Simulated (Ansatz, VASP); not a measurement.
**CaO in VASP and in Ansatz**

```
CELL_PARAMETERS angstrom
3.99198 0.00000 0.00000
-1.99599 3.45715 0.00000
0.00000 0.00000 4.78484
ATOMIC_POSITIONS crystal
Ca 0.33333 0.66667 0.75000
Ca 0.66667 0.33333 0.25000
O 0.33333 0.66667 0.25000
O 0.66667 0.33333 0.75000
```

Alike in both runs: task single point; functional PBEsol; k mesh 6 × 6 × 6; no spin polarisation.

|  | VASP | Ansatz |
| --- | --- | --- |
| version | VASP 6.6.1 | Ansatz 0.2.0 |
| potentials or method | VASP PAW PBE potentials, release 64 (Ca_sv, O), cutoff 520 eV | plane waves, PAW |
| occupations | gaussian, width 0.01 eV | fixed |
| valence electrons in the cell | 32 | 32 |

```csv
,VASP,Ansatz,Ansatz less VASP
gap on the k mesh at the Fermi level (eV),3.03,3.04,+0.012
```

VASP's potentials were made for PBE, not for PBEsol.
